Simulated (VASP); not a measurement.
# HfN (I-4m2) in VASP: a series of runs

HfN is run at these levels: r2SCAN; tasks: single point.

All numbers are computed with VASP 6.6.1; they aren't measurements. Logs are shortened: lines on timing, memory, paths and dates and some standing lists are left out, and cuts for length are marked.

### 1 The cell of the first run

It takes space group I-4m2 (No. 119, tetragonal). The conventional cell has a = 3.194 Å, b = 3.194 Å, c = 4.910 Å, α = 90.00°, β = 90.00°, γ = 90.00°. Hf (site symmetry -4m2) has 4 N at 2.01 Å within 2.7 Å. N (site symmetry -4m2) has 4 Hf at 2.01 Å within 2.7 Å.

### 2 Single point, r2SCAN (strain -0.080 along x and y, +0.000 along z)

Contents of POSCAR:

```
HfN
1.0
    0.0000000000      2.2584362400      2.4548220000
    2.2584362400      0.0000000000      2.4548220000
    2.2584362400      2.2584362400      0.0000000000
Hf N
1 1
Direct
    0.0000000000      0.0000000000      0.0000000000
    0.7500000000      0.7500000000      0.7500000000
```

Contents of INCAR.step1:

```
ALGO = Normal
EDIFF = 1E-4
ENCUT = 520
GGA = PE
ISMEAR = 0
LASPH = T
LCHARG = F
LREAL = F
LWAVE = T
NBANDS = 14
NELM = 80
PREC = Accurate
SIGMA = 0.15
```

Contents of INCAR.step2:

```
ALGO = Normal
EDIFF = 1E-6
ENCUT = 520
ISIF = 2
ISMEAR = 0
ISTART = 1
LASPH = T
LCHARG = F
LMIXTAU = T
LREAL = F
LWAVE = F
METAGGA = R2SCAN
NBANDS = 14
NELM = 80
PREC = Accurate
SIGMA = 0.15
```

Contents of KPOINTS:

```
k-points
0
Gamma
  16 16 16
```

Potentials or basis: VASP PAW PBE potentials, release 64 (Hf_pv, N).

The run is started by

```bash
cat potpaw_PBE.64/Hf_pv/POTCAR potpaw_PBE.64/N/POTCAR > POTCAR
cp INCAR.step1 INCAR
mpirun -np 1 vasp_std > vasp.out
cp INCAR.step2 INCAR
mpirun -np 1 vasp_std > vasp.out
```

OUTCAR:

```text
EDIFF = 1E-6
   ENCUT = 520
   ISIF = 2
   ISMEAR = 0
   ISTART = 1
   LASPH = T
   LREAL = F
   METAGGA = R2SCAN
   NELM = 80
   PREC = Accurate

 ion  position               nearest neighbor table
   1  0.000  0.000  0.000-   2 2.01   2 2.01   2 2.01   2 2.01
   2  0.750  0.750  0.750-   1 2.01   1 2.01   1 2.01   1 2.01

  LATTYP: Found a body centered tetragonal cell.
 ALAT       =     3.1939111604
 C/A-ratio  =     1.5371886548

  Lattice vectors:

 A1 = (  -2.2584362400,   0.0000000000,   2.4548220000)
 A2 = (   2.2584362400,   0.0000000000,   2.4548220000)
 A3 = (   0.0000000000,   2.2584362400,  -2.4548220000)

Analysis of symmetry for initial positions (statically):
=====================================================================
 Subroutine PRICEL returns:
 Original cell was already a primitive cell.

 Routine SETGRP: Setting up the symmetry group for a
 body centered tetragonal supercell.

 Subroutine GETGRP returns: Found  8 space group operations
 (whereof  8 operations were pure point group operations)
 out of a pool of 16 trial point group operations.

The static configuration has the point symmetry D_2d.

Analysis of symmetry for dynamics (positions and initial velocities):
=====================================================================
 Subroutine PRICEL returns:
 Original cell was already a primitive cell.

 Routine SETGRP: Setting up the symmetry group for a
 body centered tetragonal supercell.

 Subroutine GETGRP returns: Found  8 space group operations
 (whereof  8 operations were pure point group operations)
 out of a pool of 16 trial point group operations.

The dynamic configuration has the point symmetry D_2d.

 Subroutine INISYM returns: Found  8 space group operations
 (whereof  8 operations are pure point group operations),
 and found     1 'primitive' translations

----------------------------------------------------------------------------------------

                                     Primitive cell

  volume of cell :      25.0418

  direct lattice vectors                    reciprocal lattice vectors
     0.000000000  2.258436240  2.454822000    -0.221392126  0.221392126  0.203680756
     2.258436240  0.000000000  2.454822000     0.221392126 -0.221392126  0.203680756
     2.258436240  2.258436240  0.000000000     0.221392126  0.221392126 -0.203680756

  length of vectors
     3.335668644  3.335668644  3.193911160     0.373516796  0.373516796  0.373516796

  position of ions in fractional coordinates (direct lattice)
     0.000000000  0.000000000  0.000000000
     0.750000000  0.750000000  0.750000000

  ion indices of the primitive-cell ions
   primitive index   ion index
                 1           1
                 2           2

----------------------------------------------------------------------------------------

 KPOINTS: k-points

Automatic generation of k-mesh.
 Grid dimensions read from file:
 generate k-points for:   16   16   16

 Generating k-lattice:

  Cartesian coordinates                     Fractional coordinates (reciprocal lattice)
    -0.013837008  0.013837008  0.012730047     0.062500000  0.000000000  0.000000000
     0.013837008 -0.013837008  0.012730047     0.000000000  0.062500000  0.000000000
     0.013837008  0.013837008 -0.012730047     0.000000000  0.000000000  0.062500000

  Length of vectors
     0.023344800  0.023344800  0.023344800

  Shift w.r.t. Gamma in fractional coordinates (k-lattice)
     0.000000000  0.000000000  0.000000000

 Subroutine IBZKPT returns following result:
 ===========================================

 Found    349 irreducible k-points:

 Following reciprocal coordinates:
            Coordinates               Weight
  0.000000  0.000000  0.000000      1.000000
  0.062500  0.000000  0.000000      8.000000
  0.125000  0.000000  0.000000      8.000000
  0.187500  0.000000  0.000000      8.000000
  0.250000  0.000000  0.000000      8.000000
  0.312500  0.000000  0.000000      8.000000
[... 16 lines left out ...]
 -0.125000  0.062500  0.000000      8.000000
 -0.062500  0.062500  0.000000      4.000000
 [... further k-points ...]
   k-points           NKPTS =    349   k-points in BZ     NKDIM =    349   number of bands    NBANDS=     14
   number of dos      NEDOS =    301   number of ions     NIONS =      2
   total plane-waves  NPLWV =  18816
   dimension x,y,z NGX =    28 NGY =   28 NGZ =   24
   dimension x,y,z NGXF=    56 NGYF=   56 NGZF=   48
   ions per type =               1   1
   NGX,Y,Z   is equivalent  to a cutoff of  13.95, 13.95, 12.49 a.u.
   NGXF,Y,Z  is equivalent  to a cutoff of  27.91, 27.91, 24.98 a.u.
 SYSTEM =  unknown system
   PREC   = accura    normal or accurate (medium, high low for compatibility)
   ISTART =      1    job   : 0-new  1-cont  2-samecut
   ICHARG =      0    charge: 1-file 2-atom 10-const
   ISPIN  =      1    spin polarized calculation?
   LNONCOLLINEAR =      F non collinear calculations
   LSORBIT =      F    spin-orbit coupling
   LASPH  =      T    aspherical Exc in radial PAW
   ENCUT  =  520.0 eV  38.22 Ry    6.18 a.u.   6.20  6.20  5.94*2*pi/ulx,y,z
   NELM   =     80;   NELMIN=  2; NELMDL=  0     # of ELM steps
   EDIFF  = 0.1E-05   stopping-criterion for ELM
   LREAL  =      F    real-space projection
   EDIFFG = 0.1E-04   stopping-criterion for IOM
   NSW    =      0    number of steps for IOM
   IBRION =     -1    ionic relax: 0-MD 1-quasi-New 2-CG
   NFREE  =      0    steps in history (QN), initial steepest desc. (CG)
   ISIF   =      2    stress and relaxation
   ISYM   =      2    0-nonsym 1-usesym 2-fastsym
   POTIM  = 0.5000    time-step for ionic-motion
   TEBEG  =    0.0;   TEEND  =   0.0 temperature during run
   PSTRESS=    0.0 pullay stress
   NELECT =      15.0000    total number of electrons
   NUPDOWN=      -1.0000    fix difference up-down
   EMIN   =  10.00;   EMAX   =-10.00  energy-range for DOS
   EFERMI =   0.00;   METHOD = LEGACY
   ISMEAR =     0;   SIGMA  =   0.15  broadening in eV -4-tet -1-fermi 0-gaus
   EFERMI_NEDOS =   21; number of points for ismear=-14 and -15
   IALGO  =     38    algorithm
   IMIX   =      4    mixing-type and parameters
     AMIX     =   0.40;   BMIX     =  1.00
     AMIX_MAG =   1.60;   BMIX_MAG =  1.00
  volume/ion in A,a.u.               =      12.52        84.50
  Fermi-wavevector in a.u.,A,eV,Ry     =   1.380014  2.607848 25.911445  1.904437
  Thomas-Fermi vector in A             =   2.504930
   LORBIT       =      0    0 simple, 1 ext, 2 COOP (PROOUT), +10 PAW based schemes
   METAGGA = R2SCAN    functional components
   LHFCALC =     F    Hartree Fock is set to
   AEXX    =    0.0000 exact exchange contribution
   IVDW    =     0    specifies the selected vdW correction
   LEPSILON=     F    determine dielectric tensor
   LRPA    =     F    only Hartree local field effects (RPA)
 non-spin polarized calculation
 Gauss-broadening in eV      SIGMA  =   0.15
  energy-cutoff  :      520.00
  volume of cell :       25.04
 maximum number of plane-waves:       688
 NGX is ok and might be reduce to    28
   NGX = 13   NGY = 13   NGZ = 11

 number of electron      15.0000000 magnetization

 Free energy of the ion-electron system (eV)
  ---------------------------------------------------
  ext. energy  EPLUGINS =         0.00000000
  ---------------------------------------------------
  free energy    TOTEN  =       -57.18182544 eV

  energy without entropy =      -57.17491414  energy(sigma->0) =      -57.17836979

 E-fermi :   7.1949     XC(G=0): -12.8503

 val. band max:        7.1848566043   @ k =   0.4375   0.0625   0.2500
 cond. band min:       7.1955850418   @ k =   0.1875   0.1875   0.0000
 fundamental gap:      0.0107284374
 Fermi energy:         7.1948731854

 k-point     1 :       0.0000    0.0000    0.0000
  band No.  band energies     occupation
      1     -24.6277      2.00000
      2     -24.6070      2.00000
      3     -24.6070      2.00000
      4     -10.9543      2.00000
      5       0.3531      2.00000
      6       0.6312      2.00000
      7       0.6312      2.00000
      8       6.8388      1.99921
      9       9.3561      0.00000
     10      10.6686      0.00000
     11      13.9818      0.00000
     12      15.7482      0.00000
     13      15.7482      0.00000
     14      19.1667      0.00000

 k-point     2 :       0.0625    0.0000    0.0000
  band No.  band energies     occupation
      1     -24.6558      2.00000
      2     -24.6248      2.00000
      3     -24.6102      2.00000
      4     -10.8845      2.00000
      5       0.3375      2.00000
      6       0.5926      2.00000
      7       0.6727      2.00000
      8       7.0672      1.77141
      9       9.2990      0.00000
     10      10.5421      0.00000
     11      14.0910      0.00000
     12      15.6700      0.00000
     13      15.8924      0.00000
     14      19.1667      0.00000

 k-point     3 :       0.1250    0.0000    0.0000
  band No.  band energies     occupation
      1     -24.7646      2.00000
      2     -24.6446      2.00000
      3     -24.6191      2.00000
      4     -10.6906      2.00000
      5       0.2100      2.00000
      6       0.6171      2.00000
      7       0.7897      2.00000
      8       7.6462      0.00002
      9       9.2073      0.00000
     10      10.2511      0.00000
     11      14.2436      0.00000
     12      15.5962      0.00000
     13      16.1843      0.00000
     14      19.1667      0.00000
[... 324 lines left out ...]
 k-point    23 :      -0.1250    0.0625    0.0000
  band No.  band energies     occupation
      1     -24.8470      2.00000
      2     -24.6730      2.00000
      3     -24.6168      2.00000
      4     -10.5505      2.00000
      5       0.0544      2.00000
      6       0.7174      2.00000
      7       0.8441      2.00000
      8       8.0341      0.00000
      9       9.6753      0.00000
     10       9.7699      0.00000
     11      14.3125      0.00000
     12      15.2579      0.00000
     13      16.5357      0.00000
     14      19.1666      0.00000

 k-point    24 :      -0.0625    0.0625    0.0000
  band No.  band energies     occupation
      1     -24.7163      2.00000
      2     -24.6481      2.00000
      3     -24.6102      2.00000
      4     -10.7719      2.00000
      5       0.2840      2.00000
      6       0.5652      2.00000
      7       0.7213      2.00000
      8       7.4290      0.02730
      9       9.5136      0.00000
     10      10.1726      0.00000
     11      14.1696      0.00000
     12      15.4227      0.00000
     13      16.2254      0.00000
     14      19.1667      0.00000

 [... further k-points ...]

------------------------ aborting loop because EDIFF is reached ----------------------------------------

  FORCE on cell =-STRESS in cart. coord.  units (eV):
  Direction    XX          YY          ZZ          XY          YZ          ZX
  --------------------------------------------------------------------------------------
  -------------------------------------------------------------------------------------
  Total        7.2813978      7.2813978      4.9871985      0.0000000     -0.0000000     -0.0000000
  in kB      465.8645556    465.8645556    319.0814552      0.0000000     -0.0000000     -0.0000000
  external PRESSURE =     416.9368555 kB  Pullay stress =       0.0000000 kB

 VOLUME and BASIS-vectors are now :
 -----------------------------------------------------------------------------
  energy-cutoff  :      520.00
  volume of cell :       25.04
      direct lattice vectors                 reciprocal lattice vectors
     0.000000000  2.258436240  2.454822000    -0.221392126  0.221392126  0.203680756
     2.258436240  0.000000000  2.454822000     0.221392126 -0.221392126  0.203680756
     2.258436240  2.258436240  0.000000000     0.221392126  0.221392126 -0.203680756

 POSITION                                       TOTAL-FORCE (eV/Angst)
 -----------------------------------------------------------------------------------
      0.00000      0.00000      0.00000         0.000000      0.000000     -0.000000
      3.38765      3.38765      3.68223        -0.000000     -0.000000      0.000000
 -----------------------------------------------------------------------------------
    total drift:                                0.000000      0.000000      0.000007

  FREE ENERGIE OF THE ION-ELECTRON SYSTEM (eV)
  ---------------------------------------------------
  free  energy   TOTEN  =       -57.1818254422 eV

  energy  without entropy=      -57.1749141384  energy(sigma->0) =      -57.17836979
```

Wall time 5.4 min (1 thread of Intel Xeon Platinum 8488C (Sapphire Rapids), shared host); peak memory 0.26 GiB.

What came out:

```
Free energy            : -57.1818 eV
Pressure               : 41.7 GPa
Band gap on the k mesh : zero (an odd number of electrons rules out a gap without spin polarisation)
```

Stress tensor (GPa, compression positive):
```
46.59  0.00  0.00
 0.00 46.59  0.00
 0.00  0.00 31.91
```

Levels at points of the mesh, in eV from the Fermi level:
| k point | band 5 | band 6 | band 7 | band 8 | band 9 | band 10 | band 11 | band 12 |
| --- | --- | --- | --- | --- | --- | --- | --- | --- |
| (0.00, 0.00, 0.00) | -6.84 | -6.56 | -6.56 | -0.36 | 2.16 | 3.47 | 6.79 | 8.55 |
| (0.50, 0.00, 0.00) | -6.44 | -6.16 | -5.63 | 1.74 | 3.39 | 3.74 | 5.09 | 6.50 |
| (0.50, 0.50, 0.00) | -8.28 | -3.96 | -3.96 | -1.80 | 2.67 | 5.29 | 5.71 | 5.71 |
| (0.50, 0.00, 0.50) | -8.18 | -4.39 | -4.10 | -1.13 | 2.69 | 5.53 | 5.73 | 6.01 |

Caveat: the cell differs from its parent crystal (strain -0.080 along x and y, +0.000 along z); the stress differs along the axes, from 32 to 47 GPa; the PAW data sets were made with another functional, which shifts forces and pressure a little; spin-orbit coupling is left out, which moves the levels of the heavy elements.

(Part 1 of 3 ends here.)

The gap in the log of VASP goes by the Fermi energy; the results here count the filled bands.